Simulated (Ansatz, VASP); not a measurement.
## Al: VASP beside Ansatz

```
Al
1.0
     0.00000    2.05434    1.99362
     2.05434    0.00000    1.99362
     2.05434    2.05434    0.00000
Al
1
Cartesian
  0.0000 0.0000 0.0000
```

Change from the starting cell: strain +0.015 along x and y, -0.015 along z, atoms carried along.

Alike in both runs: task single point; functional PBE; k mesh 20 × 20 × 20; occupations gaussian, width 0.15 eV; no spin polarisation.

```csv
,VASP,Ansatz
version,VASP 6.6.1,Ansatz 0.2.0
potentials or method,"VASP PAW PBE potentials, release 64 (Al), cutoff 520 eV","scalar-relativistic, plane waves, PAW"
valence electrons in the cell,3,3
```

```tsv
	VASP	Ansatz	Ansatz less VASP
gap on the k mesh at the Fermi level (eV)	none	none	-
pressure (GPa)	-1.5	-1.4	+0.04
traceless stress, the component that is largest in VASP (GPa)	0.52	0.53	+0.005
```

A gap of «none» marks a metal or a gap that the smearing closes.
